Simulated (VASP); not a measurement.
Wanted: the native input for a VASP 6.6.1 run.

```
Task                   : single point
Functional             : PBE
Potentials or basis    : VASP PAW PBE potentials, release 64 (Al, P)
Cutoff                 : 500 eV
k mesh                 : 6 × 6 × 6
Occupations            : gaussian, width 0.01 eV
Spin                   : no spin polarisation
Dipole correction      : no
Further INCAR settings : ALGO = Normal; EDIFF = 1e-06; NBANDS = 11
```

The structure of AlP lies in POSCAR:

```
AlP
1.0
    0.0000000000      2.7072075025      2.7072075025
    2.7072075025      0.0000000000      2.7072075025
    2.7072075025      2.7072075025      0.0000000000
Al P
1 1
Direct
    0.0000000000      0.0000000000      0.0000000000
    0.2500000000      0.2500000000      0.2500000000
```

One way to write it, as run:

INCAR

```
  ALGO = Normal
  EDIFF = 1E-6
  ENCUT = 500
  GGA = PE
  GGA_COMPAT = F
  ISIF = 2
  ISMEAR = 0
  LASPH = T
  LCHARG = T
  LELF = T
  LREAL = F
  LVHAR = T
  LWAVE = F
  NBANDS = 11
  NELM = 120
  PREC = Accurate
  SIGMA = 0.01
```

KPOINTS

```
k-points
0
Gamma
  6 6 6
```

Potentials or basis: VASP PAW PBE potentials, release 64 (Al, P).

Command:

```sh
$ cat potpaw_PBE.64/Al/POTCAR potpaw_PBE.64/P/POTCAR > POTCAR
$ mpirun -np 1 vasp_std > vasp.out
```

Results of the run:

```json
{
 "Pressure": "4.7 GPa",
 "Band gap on the k mesh": "1.53 eV, indirect (least direct gap 3.52 eV)"
}
```

Run time: 12 s on 1 thread of Intel Xeon 8259CL (shared host), peak memory 0.15 GiB.
